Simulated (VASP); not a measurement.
# Na2Hg (P-3m1) in VASP: a series of runs, part 2 of 2

VASP 6.6.1. The steps go on from the part before.

### 4 Relaxation of cell and atoms, PBE

The input, INCAR:

```
PREC = Accurate ; ENCUT = 600
EDIFF = 1E-7 ; ISMEAR = 0
SIGMA = 0.1 ; LREAL = False
LASPH = True ; NELM = 60
ALGO = Normal ; ISIF = 3
LWAVE = False ; LCHARG = False
GGA = PE ; IBRION = 2
NSW = 90 ; EDIFFG = -0.04
```

The input, KPOINTS:

```
regular mesh
0
Gamma
  6 6 2
```

The input, POSCAR:

```
Na2Hg
1.0
    3.3981787300      0.0000000000      0.0000000000
   -1.6990893700      2.9429091100      0.0000000000
    0.0000000000      0.0000000000      7.6698062400
Na Hg
2 1
Direct
    0.3333333300      0.6666666700      0.8093705800
    0.6666666700      0.3333333300      0.1906294200
    0.0000000000      0.0000000000      0.0000000000
```

The run is started by

```console
$ cat potpaw_PBE.64/Na_pv/POTCAR potpaw_PBE.64/Hg/POTCAR > POTCAR
$ mpirun -np 1 vasp_std > vasp.out
```

It took 8.7 min on 1 thread of Oxide Virtual Turin-like, shared host; peak memory 0.2 GiB.

Results (log left out):

```
Free energy                            : -3.1429 eV
Relaxed volume                         : 30.04 Å³/atom
Relaxed cell                           : a = 3.541 Å, b = 3.541 Å, c = 8.301 Å, α = 90.00°, β = 90.00°, γ = 120.00°
Space group after relaxing (to 0.05 Å) : P-3m1 (No. 164)
Energy gained by relaxing              : 1091.1 meV/atom
Ionic steps                            : 20
Pressure after relaxing                : 0.1 GPa
Largest force after relaxing           : 0.031 eV/Å
Band gap on the k mesh                 : zero (band 13 reaches 2.16 eV, above the bottom of band 14 at -0.82 eV)
```

Forces on the atoms (eV/Å):
```
Na   0.000  0.000  0.031
Na   0.000  0.000 -0.031
Hg   0.000  0.000  0.000
```

Stress tensor (GPa, compression positive):
```
0.18 0.00 0.00
0.00 0.18 0.00
0.00 0.00 0.02
```

Step by step:
| step | energy change (eV) | largest force (eV/Å) | pressure (GPa) | volume (Å³) |
| --- | --- | --- | --- | --- |
| 1 | 0.0000 | 3.9555 | 24.14 | 76.70 |
| 2 | -2.9303 | 0.1951 | 0.02 | 127.90 |
| 3 | -2.9310 | 0.1821 | -0.04 | 128.53 |
| 4 | -2.9344 | 0.1798 | -0.03 | 127.92 |
| 5 | -2.9438 | 0.1694 | 0.01 | 126.07 |
| 6 | -2.9598 | 0.1799 | 0.06 | 122.40 |
| 7 | -2.9898 | 0.2426 | 0.20 | 115.18 |
| 8 | -3.0074 | 0.3197 | 0.76 | 101.18 |
| 9 | -3.0132 | 0.3154 | 0.71 | 101.01 |
| 10 | -3.0299 | 0.3028 | 0.58 | 100.50 |
| 11 | -3.0588 | 0.2559 | 0.33 | 99.49 |
| 12 | -3.1141 | 0.2063 | -0.08 | 97.46 |
| 13 | -3.0860 | 0.1658 | -0.11 | 93.38 |
| 14 | -3.1355 | 0.0477 | -0.24 | 95.83 |
| 15 | -3.1572 | 0.0489 | -0.31 | 94.65 |
| 16 | -3.2241 | 0.0477 | 0.00 | 91.01 |
| 17 | -3.2228 | 0.1127 | 1.38 | 83.20 |
| 18 | -3.2647 | 0.0091 | 0.50 | 87.42 |
| 19 | -3.2649 | 0.0005 | 0.57 | 87.06 |
| 20 | -3.2734 | 0.0305 | 0.13 | 90.13 |

Final structure:
```xyz
3
Lattice="3.5409 0.0000 0.0000 -1.7705 3.0665 0.0000 0.0000 0.0000 8.3008" Properties=species:S:1:pos:R:3 pbc="T T T"
Na    0.0000    2.0443    5.6718
Na    1.7705    1.0222    2.6290
Hg    0.0000    0.0000    0.0000
```

Levels at points of the mesh, in eV from the Fermi level:
```tsv
k point	band 10	band 11	band 12	band 13	band 14	band 15	band 16	band 17
(0.00, 0.00, 0.00)	-6.95	-6.95	-6.65	-2.25	-2.11	3.96	4.80	9.55
(0.50, 0.00, 0.00)	-7.02	-6.68	-3.00	-1.07	1.25	1.45	1.88	3.40
(0.00, 0.00, 0.50)	-6.95	-6.95	-6.61	-3.23	0.09	0.97	8.37	9.79
(0.50, 0.00, 0.50)	-7.02	-6.68	-2.98	-1.00	0.45	1.29	3.43	4.64
```

Caveat: the k points lie up to 0.38 Å⁻¹ apart in the final cell; the volume moved by over 15 % at a fixed basis, so the end points are rough; spin-orbit coupling is left out, which moves the levels of the heavy elements.

### 5 Single point, PBE

This run uses another cell than the first one, of 30.76 Å³/atom, 1.203 times its volume.

The input, INCAR:

```
PREC = Accurate
ENCUT = 520
EDIFF = 1E-6
ISMEAR = 0
SIGMA = 0.1
LREAL = False
LASPH = True
NELM = 60
ALGO = Fast
ISIF = 2
LWAVE = False
LCHARG = False
GGA = PE
NBANDS = 20
```

The input, KPOINTS:

```
Automatic mesh
0
Gamma
  12 12 6
```

The input, POSCAR:

```
Na2Hg
1.0
    3.6219155214      0.0000000000      0.0000000000
   -1.8109577607      3.1366708519      0.0000000000
    0.0000000000      0.0000000000      8.1239878717
Na Hg
2 1
Direct
    0.3333333333      0.6666666667      0.6910678154
    0.6666666667      0.3333333333      0.3089321846
    0.0000000000      0.0000000000      0.0000000000
```

The run is started by

```console
$ cat potpaw_PBE.64/Na_pv/POTCAR potpaw_PBE.64/Hg/POTCAR > POTCAR
$ mpirun -np 1 vasp_std > vasp.out
```

Run time: 3.6 min. Hardware: 1 thread of Oxide Virtual Turin-like, shared host; peak memory 0.29 GiB.

Results (log left out):

- Free energy: -3.1516 eV
- Pressure: 0.0 GPa
- Band gap on the k mesh: zero (band 13 reaches 2.02 eV, above the bottom of band 14 at -0.79 eV)

Levels at points of the mesh, in eV from the Fermi level:
```
           k point  band 10  band 11  band 12  band 13  band 14  band 15  band 16  band 17
(0.00, 0.00, 0.00)    -6.84    -6.84    -6.47    -2.06    -1.93     4.41     5.31     8.98
(0.50, 0.00, 0.00)    -6.91    -6.53    -3.05    -0.96     1.24     1.48     1.89     3.42
(0.00, 0.00, 0.50)    -6.84    -6.84    -6.43    -3.11     0.40     1.29     8.91     9.06
(0.50, 0.00, 0.50)    -6.91    -6.53    -3.03    -0.86     0.40     1.23     3.55     4.78
```

Caveat: spin-orbit coupling is left out, which moves the levels of the heavy elements.

### 6 Relaxation of cell and atoms, PBE

This run uses another cell than the first one, of 30.80 Å³/atom, 1.205 times its volume.

The input, INCAR:

```
SYSTEM = Na2Hg
  ALGO = Fast
  EDIFF = 1E-6
  EDIFFG = -0.01
  ENCUT = 600
  GGA = PE
  IBRION = 2
  ISIF = 3
  ISMEAR = 0
  LASPH = .True.
  LCHARG = .False.
  LREAL = .False.
  LWAVE = .False.
  NELM = 100
  NSW = 100
  PREC = Accurate
  SIGMA = 0.1
```

The input, KPOINTS:

```
k-points
0
Gamma
  12 12 6
  0 0 0
```

The input, POSCAR:

```
Na2Hg
1.0
    3.5936207754      0.0000000000      0.0000000000
   -1.7968103877      3.1121668831      0.0000000000
    0.0000000000      0.0000000000      8.2621363969
Na Hg
2 1
Direct
    0.3333333333      0.6666666667      0.6871993445
    0.6666666667      0.3333333333      0.3128006555
    0.0000000000      0.0000000000      0.0000000000
```

Potentials or basis: VASP PAW PBE potentials, release 64 (Na_pv, Hg).

The run is started by

```console
$ cat potpaw_PBE.64/Na_pv/POTCAR potpaw_PBE.64/Hg/POTCAR > POTCAR
$ mpirun -np 1 vasp_std > vasp.out
```

Run time: 23 min. Hardware: 1 thread of Oxide Virtual Turin-like, shared host; peak memory 0.35 GiB.

The run converged. Its results:

* Free energy: -3.1516 eV
* Relaxed volume: 30.76 Å³/atom
* Relaxed cell: a = 3.628 Å, b = 3.628 Å, c = 8.093 Å, α = 90.00°, β = 90.00°, γ = 120.00°
* Space group after relaxing (to 0.05 Å): P-3m1 (No. 164)
* Energy gained by relaxing: 1.2 meV/atom
* Ionic steps: 10
* Pressure after relaxing: 0.0 GPa
* Largest force after relaxing: 0.008 eV/Å
* Band gap on the k mesh: zero (band 13 reaches 2.02 eV, above the bottom of band 14 at -0.77 eV)

Forces in eV/Å, atoms in the order of the input:
```
Na   0.000  0.000  0.008
Na   0.000  0.000 -0.008
Hg   0.000  0.000  0.000
```

The path:
| step | energy change (eV) | largest force (eV/Å) | pressure (GPa) | volume (Å³) |
| --- | --- | --- | --- | --- |
| 1 | 0.0000 | 0.0527 | -0.12 | 92.40 |
| 2 | -0.0009 | 0.0447 | -0.03 | 92.09 |
| 3 | -0.0015 | 0.0382 | 0.02 | 91.77 |
| 4 | -0.0022 | 0.0246 | 0.09 | 91.12 |
| 5 | -0.0022 | 0.0199 | 0.18 | 90.90 |
| 6 | -0.0022 | 0.0262 | 0.11 | 91.01 |
| 7 | -0.0022 | 0.0215 | 0.14 | 90.96 |
| 8 | -0.0028 | 0.0175 | 0.09 | 91.34 |
| 9 | -0.0031 | 0.0134 | 0.07 | 91.65 |
| 10 | -0.0035 | 0.0077 | 0.00 | 92.27 |

Final structure:
```
Na Hg
1.0
     3.62846    0.00000    0.00000
    -1.81423    3.14234    0.00000
     0.00000    0.00000    8.09291
Na Hg
2 1
Direct
  0.33333 0.66667 0.69019
  0.66667 0.33333 0.30981
  0.00000 0.00000 0.00000
```

Levels at points of the mesh, in eV from the Fermi level:
```tsv
k point	band 10	band 11	band 12	band 13	band 14	band 15	band 16	band 17
(0.00, 0.00, 0.00)	-6.84	-6.84	-6.46	-2.05	-1.91	4.48	5.38	8.93
(0.50, 0.00, 0.00)	-6.91	-6.53	-3.06	-0.96	1.25	1.48	1.88	3.43
(0.00, 0.00, 0.50)	-6.84	-6.84	-6.41	-3.11	0.43	1.33	8.99	9.02
(0.50, 0.00, 0.50)	-6.91	-6.53	-3.04	-0.86	0.39	1.22	3.56	4.82
```

Caveat: spin-orbit coupling is left out, which moves the levels of the heavy elements.

### 7 The runs side by side

```tsv
task	cell	k mesh	cutoff (eV)	gap on the mesh (eV)	pressure (GPa)	relaxed volume (Å³/atom)	largest force (eV/Å)
single point	a = 3.398, b = 3.398, c = 7.670 Å, angles 90.0, 90.0, 120.0°, 3 atoms	6 × 6 × 2	520	none	24.1	-	3.96
single point	a = 3.594, b = 3.594, c = 8.262 Å, angles 90.0, 90.0, 120.0°, 3 atoms	6 × 6 × 2	520	none	-0.1	-	0.02
relaxation of cell and atoms	relaxed from a = 3.398, b = 3.398, c = 7.670 Å, angles 90.0, 90.0, 120.0°, 3 atoms	6 × 6 × 2	600	none	0.1	30.04	0.03
single point	a = 3.622, b = 3.622, c = 8.124 Å, angles 90.0, 90.0, 120.0°, 3 atoms	12 × 12 × 6	520	none	0.0	-	-
relaxation of cell and atoms	relaxed from a = 3.594, b = 3.594, c = 8.262 Å, angles 90.0, 90.0, 120.0°, 3 atoms	12 × 12 × 6	600	none	0.0	30.76	0.01
```

Alike in all rows: level PBE; potentials or basis VASP PAW PBE potentials, release 64 (Na_pv, Hg); no spin polarisation; smearing gaussian 0.1 eV.

Caveats: some runs use coarse meshes; spin-orbit coupling is left out, which moves the levels of the heavy elements; forces of over 1 eV/Å act on the atoms, so gaps and moduli don't describe the material at rest (some runs); the volume moved by over 15 % at a fixed basis, so the end points are rough (some runs).

Absolute energies hang on the potentials; compare differences alone.
